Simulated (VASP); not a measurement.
Input of a VASP 6.6.1 run:

INCAR

```
  ALGO = Normal
  EDIFF = 1E-7
  ENCUT = 520
  GGA = PE
  ISIF = 2
  ISMEAR = 0
  LASPH = T
  LCHARG = F
  LREAL = F
  LWAVE = F
  NBANDS = 18
  NELM = 60
  PREC = Accurate
  SIGMA = 0.1
```

Contents of KPOINTS:

```
k-points
0
Gamma
  14 14 14
```

File POSCAR:

```
TiH5
1.0
    0.0000000000      2.4282531912      2.4282531912
    2.4282531912      0.0000000000      2.4282531912
    2.4282531912      2.4282531912      0.0000000000
Ti H
1 5
Direct
    0.7500000000      0.7500000000      0.7500000000
    0.1241824326      0.1241824326      0.6274527021
    0.6274527021      0.1241824326      0.1241824326
    0.1241824326      0.1241824326      0.1241824326
    0.1241824326      0.6274527021      0.1241824326
    0.5000000000      0.5000000000      0.5000000000
```

Potentials or basis: VASP PAW PBE potentials, release 64 (Ti_sv, H).

Command:

```bash
$ cat potpaw_PBE.64/Ti_sv/POTCAR potpaw_PBE.64/H/POTCAR > POTCAR
$ mpirun -np 1 vasp_std > vasp.out
```

(1) Estimate the band gap on the k mesh.

(2) Predict the pressure.

## Answers

(1) zero (an odd number of electrons rules out a gap without spin polarisation).

(2) -0.2 GPa.
